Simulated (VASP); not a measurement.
# MnSb (P6_3/mmc) in VASP: single point with PBEsol

Aim: the single point of MnSb with PBEsol.

Everything below comes from runs of VASP 6.6.1. Logs are shortened: lines on timing, memory, paths and dates and some standing lists are left out, and cuts for length are marked.

## 1. The cell of the first run

It takes space group P6_3/mmc (No. 194, hexagonal). The conventional cell has a = 4.150 Å, b = 4.150 Å, c = 5.780 Å, α = 90.00°, β = 90.00°, γ = 120.00°. Mn (site symmetry -3m) has 6 Sb at 2.80 Å and 2 Mn at 2.89 Å within 3.7 Å. Within 3.8 Å of Sb (site symmetry -6m2) lie 6 Mn at 2.80 Å and 6 Sb at 3.75 Å.

## 2. Single point, PBEsol, collinear spin, antiferromagnetic start

The input, INCAR:

```
PREC = Accurate
ENCUT = 520
EDIFF = 1E-6
ISMEAR = -1
SIGMA = 0.1
LREAL = F
LASPH = T
NELM = 150
ALGO = Normal
ISIF = 2
LWAVE = F
LCHARG = T
ISPIN = 2
MAGMOM = 4 -4 0 0
LORBIT = 11
LMAXMIX = 4
GGA = PS
LELF = T
LVHAR = T
NBANDS = 30
```

The input, KPOINTS:

```
Automatic mesh
0
Gamma
  9 9 6
```

The input, POSCAR:

```
MnSb
1.0
    4.1500000000      0.0000000000      0.0000000000
   -2.0750000000      3.5940054257      0.0000000000
    0.0000000000      0.0000000000      5.7800000000
Mn Sb
2 2
Direct
    0.0000000000      0.0000000000      0.0000000000
    0.0000000000      0.0000000000      0.5000000000
    0.3333333333      0.6666666667      0.2500000000
    0.6666666667      0.3333333333      0.7500000000
```

Potentials or basis: VASP PAW PBE potentials, release 64 (Mn_pv, Sb).

On the command line:

```sh
> cat potpaw_PBE.64/Mn_pv/POTCAR potpaw_PBE.64/Sb/POTCAR > POTCAR
> mpirun -np 1 vasp_std > vasp.out
```

OUTCAR:

```text
PREC = Accurate
   ENCUT = 520
   EDIFF = 1E-6
   ISMEAR = -1
   LREAL = F
   LASPH = T
   NELM = 150
   ISIF = 2
   ISPIN = 2
   LORBIT = 11
   GGA = PS

 ion  position               nearest neighbor table
   1  0.000  0.000  0.000-   3 2.80   4 2.80   3 2.80   4 2.80   4 2.80   3 2.80   2 2.89   2 2.89

   2  0.000  0.000  0.500-   3 2.80   4 2.80   3 2.80   4 2.80   4 2.80   3 2.80   1 2.89   1 2.89

   3  0.333  0.667  0.250-   1 2.80   2 2.80   1 2.80   2 2.80   1 2.80   2 2.80   4 3.75   4 3.75
                             4 3.75   4 3.75   4 3.75   4 3.75
   4  0.667  0.333  0.750-   1 2.80   2 2.80   1 2.80   2 2.80   1 2.80   2 2.80   3 3.75   3 3.75
                             3 3.75   3 3.75   3 3.75   3 3.75

  LATTYP: Found a hexagonal cell.
 ALAT       =     4.1500000000
 C/A-ratio  =     1.3927710843

  Lattice vectors:

 A1 = (   4.1500000000,   0.0000000000,   0.0000000000)
 A2 = (  -2.0750000000,   3.5940054257,   0.0000000000)
 A3 = (   0.0000000000,   0.0000000000,   5.7800000000)

Analysis of symmetry for initial positions (statically):
=====================================================================
 Subroutine PRICEL returns:
 Original cell was already a primitive cell.

 Routine SETGRP: Setting up the symmetry group for a
 hexagonal supercell.

 Subroutine GETGRP returns: Found 24 space group operations
 (whereof 12 operations were pure point group operations)
 out of a pool of 24 trial point group operations.

The static configuration has the point symmetry D_3d.
 The point group associated with its full space group is D_6h.

Analysis of symmetry for dynamics (positions and initial velocities):
=====================================================================
 Subroutine PRICEL returns:
 Original cell was already a primitive cell.

 Routine SETGRP: Setting up the symmetry group for a
 hexagonal supercell.

 Subroutine GETGRP returns: Found 24 space group operations
 (whereof 12 operations were pure point group operations)
 out of a pool of 24 trial point group operations.

The dynamic configuration has the point symmetry D_3d.
 The point group associated with its full space group is D_6h.

Analysis of structural, dynamic, and magnetic symmetry:
=====================================================================
 Subroutine PRICEL returns:
 Original cell was already a primitive cell.

 Routine SETGRP: Setting up the symmetry group for a
 hexagonal supercell.

 Subroutine GETGRP returns: Found 24 space group operations
 (whereof 12 operations were pure point group operations)
 out of a pool of 24 trial point group operations.

The overall configuration has the point symmetry D_3d.
 The point group associated with its full space group is D_6h.

 Subroutine INISYM returns: Found 24 space group operations
 (whereof 12 operations are pure point group operations),
 and found     1 'primitive' translations

----------------------------------------------------------------------------------------

                                     Primitive cell

  volume of cell :      86.2094

  direct lattice vectors                    reciprocal lattice vectors
     4.150000000  0.000000000  0.000000000     0.240963855  0.139120547  0.000000000
    -2.075000000  3.594005426  0.000000000     0.000000000  0.278241094  0.000000000
     0.000000000  0.000000000  5.780000000     0.000000000  0.000000000  0.173010381

  length of vectors
     4.150000000  4.150000000  5.780000000     0.278241094  0.278241094  0.173010381

  position of ions in fractional coordinates (direct lattice)
     0.000000000  0.000000000  0.000000000
     0.000000000  0.000000000  0.500000000
     0.333333333  0.666666667  0.250000000
     0.666666667  0.333333333  0.750000000

  ion indices of the primitive-cell ions
[... 20 lines left out ...]

  Length of vectors
     0.030915677  0.030915677  0.028835063

  Shift w.r.t. Gamma in fractional coordinates (k-lattice)
     0.000000000  0.000000000  0.000000000

 Subroutine IBZKPT returns following result:
 ===========================================

 Found     48 irreducible k-points:

 Following reciprocal coordinates:
            Coordinates               Weight
  0.000000  0.000000  0.000000      1.000000
  0.111111  0.000000  0.000000      6.000000
  0.222222 -0.000000  0.000000      6.000000
  0.333333  0.000000  0.000000      6.000000
  0.444444 -0.000000  0.000000      6.000000
  0.111111  0.111111  0.000000      6.000000
[... 16 lines left out ...]
  0.333333  0.222222  0.166667     24.000000
  0.333333  0.333333  0.166667      4.000000
 [... further k-points ...]
   k-points           NKPTS =     48   k-points in BZ     NKDIM =     48   number of bands    NBANDS=     30
   number of dos      NEDOS =    301   number of ions     NIONS =      4
   total plane-waves  NPLWV =  49152
   dimension x,y,z NGX =    32 NGY =   32 NGZ =   48
   dimension x,y,z NGXF=    64 NGYF=   64 NGZF=   96
   ions per type =               2   2
   NGX,Y,Z   is equivalent  to a cutoff of  12.82, 12.82, 13.81 a.u.
   NGXF,Y,Z  is equivalent  to a cutoff of  25.64, 25.64, 27.61 a.u.
 SYSTEM =  unknown system
   PREC   = accura    normal or accurate (medium, high low for compatibility)
   ISTART =      0    job   : 0-new  1-cont  2-samecut
   ICHARG =      2    charge: 1-file 2-atom 10-const
   ISPIN  =      2    spin polarized calculation?
   LNONCOLLINEAR =      F non collinear calculations
   LSORBIT =      F    spin-orbit coupling
   LASPH  =      T    aspherical Exc in radial PAW
   ENCUT  =  520.0 eV  38.22 Ry    6.18 a.u.   7.72  7.72 10.75*2*pi/ulx,y,z
   NELM   =    150;   NELMIN=  2; NELMDL= -5     # of ELM steps
   EDIFF  = 0.1E-05   stopping-criterion for ELM
   LREAL  =      F    real-space projection
   EDIFFG = 0.1E-04   stopping-criterion for IOM
   NSW    =      0    number of steps for IOM
   IBRION =     -1    ionic relax: 0-MD 1-quasi-New 2-CG
   NFREE  =      0    steps in history (QN), initial steepest desc. (CG)
   ISIF   =      2    stress and relaxation
   ISYM   =      2    0-nonsym 1-usesym 2-fastsym
   POTIM  = 0.5000    time-step for ionic-motion
   TEBEG  =    0.0;   TEEND  =   0.0 temperature during run
   PSTRESS=    0.0 pullay stress
   NELECT =      36.0000    total number of electrons
   NUPDOWN=      -1.0000    fix difference up-down
   EMIN   =  10.00;   EMAX   =-10.00  energy-range for DOS
   EFERMI =   0.00;   METHOD = LEGACY
   ISMEAR =    -1;   SIGMA  =   0.10  broadening in eV -4-tet -1-fermi 0-gaus
   EFERMI_NEDOS =   21; number of points for ismear=-14 and -15
   IALGO  =     38    algorithm
   IMIX   =      4    mixing-type and parameters
     AMIX     =   0.40;   BMIX     =  1.00
     AMIX_MAG =   1.60;   BMIX_MAG =  1.00
  volume/ion in A,a.u.               =      21.55       145.44
  Fermi-wavevector in a.u.,A,eV,Ry     =   1.223651  2.312364 20.372288  1.497321
  Thomas-Fermi vector in A             =   2.358754
   LORBIT       =     11    0 simple, 1 ext, 2 COOP (PROOUT), +10 PAW based schemes
   GGA     = PS    functional components
   LHFCALC =     F    Hartree Fock is set to
   AEXX    =    0.0000 exact exchange contribution
   IVDW    =     0    specifies the selected vdW correction
   LEPSILON=     F    determine dielectric tensor
   LRPA    =     F    only Hartree local field effects (RPA)
 spin polarized calculation
  energy-cutoff  :      520.00
  volume of cell :       86.21
 maximum number of plane-waves:      2350
 NGX is ok and might be reduce to    32
   NGX = 15   NGY = 15   NGZ = 21

 number of electron      36.0000011 magnetization      -0.0000000

 number of electron      36.0000011 magnetization       0.0000000

 Free energy of the ion-electron system (eV)
  ---------------------------------------------------
  ext. energy  EPLUGINS =         0.00000000
  ---------------------------------------------------
  free energy    TOTEN  =       -28.06027056 eV

  energy without entropy =      -27.94006384  energy(sigma->0) =      -28.00016720

 E-fermi :   7.4669     XC(G=0): -10.7439

 val. band max:        7.4611689326   @ k =   0.4444   0.1111   0.5000
 cond. band min:       7.5049952998   @ k =   0.3333   0.0000   0.5000
 fundamental gap:      0.0438263672
 Fermi energy:         7.4668611460

 spin component 1

 k-point     1 :       0.0000    0.0000    0.0000
  band No.  band energies     occupation
      1     -42.1572      1.00000
      2     -42.1572      1.00000
      3     -42.1249      1.00000
      4     -38.7212      1.00000
      5     -38.7116      1.00000
      6     -38.7116      1.00000
[... 781 lines left out ...]
     29      16.0087      0.00000
     30      16.2597      0.00000

 [... further k-points ...]

 spin component 2

 k-point     1 :       0.0000    0.0000    0.0000
  band No.  band energies     occupation
      1     -42.1572      1.00000
      2     -42.1572      1.00000
      3     -42.1249      1.00000
      4     -38.7212      1.00000
      5     -38.7116      1.00000
      6     -38.7116      1.00000
[... 781 lines left out ...]
     29      16.0087      0.00000
     30      16.2597      0.00000

 [... further k-points ...]

------------------------ aborting loop because EDIFF is reached ----------------------------------------

  FORCE on cell =-STRESS in cart. coord.  units (eV):
  Direction    XX          YY          ZZ          XY          YZ          ZX
  --------------------------------------------------------------------------------------
  -------------------------------------------------------------------------------------
  Total       -4.0150849     -4.0150849     -4.0650060      0.0000000      0.0000000      0.0000000
  in kB      -74.6192112    -74.6192112    -75.5469812      0.0000000      0.0000000      0.0000000
  external PRESSURE =     -74.9284679 kB  Pullay stress =       0.0000000 kB

 VOLUME and BASIS-vectors are now :
 -----------------------------------------------------------------------------
  energy-cutoff  :      520.00
  volume of cell :       86.21
      direct lattice vectors                 reciprocal lattice vectors
     4.150000000  0.000000000  0.000000000     0.240963855  0.139120547  0.000000000
    -2.075000000  3.594005426  0.000000000     0.000000000  0.278241094  0.000000000
     0.000000000  0.000000000  5.780000000     0.000000000  0.000000000  0.173010381

 POSITION                                       TOTAL-FORCE (eV/Angst)
 -----------------------------------------------------------------------------------
      0.00000      0.00000      0.00000         0.000000      0.000000      0.000000
      0.00000      0.00000      2.89000        -0.000000      0.000000      0.000000
     -0.00000      2.39600      1.44500        -0.000000      0.000000     -0.000000
      2.07500      1.19800      4.33500         0.000000     -0.000000      0.000000
 -----------------------------------------------------------------------------------
    total drift:                                0.000000     -0.000000      0.000000

  FREE ENERGIE OF THE ION-ELECTRON SYSTEM (eV)
  ---------------------------------------------------
  free  energy   TOTEN  =       -28.0602705607 eV

  energy  without entropy=      -27.9400638365  energy(sigma->0) =      -28.00016720

 total charge

# of ion       s       p       d       tot
------------------------------------------
    1        0.274   6.211   5.037  11.521
    2        0.274   6.211   5.037  11.521
    3        1.138   1.254   0.044   2.436
    4        1.138   1.254   0.044   2.436
--------------------------------------------------
tot          2.825  14.928  10.161  27.914

 magnetization (x)

# of ion       s       p       d       tot
------------------------------------------
    1        0.037   0.039   3.233   3.310
    2       -0.037  -0.039  -3.233  -3.310
    3        0.000   0.000   0.000   0.000
    4        0.000   0.000   0.000   0.000
--------------------------------------------------
tot          0.000   0.000   0.000   0.000
```

It took 3.1 min on 1 thread of Intel Xeon Platinum 8259CL at 2.50GHz (Skylake/Cascade Lake), shared host; peak memory 0.37 GiB.

Results:

| Item | Value |
| --- | --- |
| Free energy | -28.0603 eV |
| Pressure | -7.5 GPa |
| Band gap on the k mesh | zero (filled and empty bands overlap) |
| Net moment | 0.00 μB per cell |
| Site moments | Mn +3.31, -3.31; Sb +0.00 μB |
| Valence electrons inside the program's atomic spheres | Mn 11.52; Sb 2.44 |

Levels at points of the mesh, in eV from the Fermi level:
Spin up:
| k point | band 14 | band 15 | band 16 | band 17 | band 18 | band 19 | band 20 | band 21 | band 22 | band 23 |
| --- | --- | --- | --- | --- | --- | --- | --- | --- | --- | --- |
| (0.00, 0.00, 0.00) | -2.52 | -0.78 | -0.78 | 0.56 | 0.56 | 0.72 | 0.72 | 1.41 | 2.55 | 3.05 |
| (0.00, 0.00, 0.50) | -1.95 | -1.58 | -1.58 | -0.71 | 0.47 | 0.47 | 0.86 | 1.83 | 1.83 | 2.91 |
Spin down:
```csv
k point,band 14,band 15,band 16,band 17,band 18,band 19,band 20,band 21,band 22,band 23
"(0.00, 0.00, 0.00)",-2.52,-0.78,-0.78,0.56,0.56,0.72,0.72,1.41,2.55,3.05
"(0.00, 0.00, 0.50)",-1.95,-1.58,-1.58,-0.71,0.47,0.47,0.86,1.83,1.83,2.91
```

Caveat: the cell stands under tension; the PAW data sets were made with another functional, which shifts forces and pressure a little; spin-orbit coupling is left out, which moves the levels of the heavy elements.
